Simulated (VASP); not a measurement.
Set up this calculation in VASP 6.6.1, as the native input.

```
Task                   : single point
Functional             : PBEsol
Potentials or basis    : VASP PAW PBE potentials, release 64 (Mg, O)
Cutoff                 : 520 eV
k mesh                 : 7 × 7 × 6
Occupations            : gaussian, width 0.01 eV
Spin                   : no spin polarisation
Dipole correction      : no
Further INCAR settings : ALGO = Normal; EDIFF = 1e-07; NBANDS = 11
```

The structure of MgO lies in POSCAR:

```
MgO
1.0
    2.9183021441      0.0000000000      0.0000000000
   -1.4591505754      2.5273239687      0.0000000000
    0.0000000000      0.0000000000      2.6616950286
Mg O
1 1
Direct
    0.0000000000      0.0000000000      0.0000000000
    0.3333333333      0.6666666667      0.5000000000
```

The input as run:

INCAR

```
SYSTEM = MgO
ALGO     = Normal         ! electronic algorithm
EDIFF    = 1E-7           ! SCF threshold, eV
ENCUT    = 520            ! plane-wave cutoff, eV
GGA      = PS             ! functional
ISIF     = 2              ! what is computed and relaxed
ISMEAR   = 0              ! smearing method
LASPH    = .TRUE.         ! aspherical terms in the spheres
LCHARG   = .TRUE.         ! write CHGCAR
LELF     = .TRUE.         ! ELF
LREAL    = .FALSE.        ! projectors in reciprocal space
LVHAR    = .TRUE.       
LWAVE    = .FALSE.        ! write WAVECAR
NBANDS   = 11             ! bands
NELM     = 80             ! most SCF steps
PREC     = Accurate       ! precision mode
SIGMA    = 0.01           ! smearing width, eV
```

KPOINTS

```
k-points
0
G
  7 7 6
  0 0 0
```

Potentials or basis: VASP PAW PBE potentials, release 64 (Mg, O).

Command:

```sh
$ cat potpaw_PBE.64/Mg/POTCAR potpaw_PBE.64/O/POTCAR > POTCAR
$ mpirun -np 1 vasp_std > vasp.out
```

It gave:

- Pressure: -1.6 GPa
- Band gap on the k mesh: 3.08 eV, indirect (least direct gap 3.48 eV)

Caveat: the PAW data sets were made with another functional, which shifts forces and pressure a little.

Wall time 4.8 s on 1 thread of AMD EPYC 9R45 (Zen 5), on a shared host, peak memory 0.1 GiB.
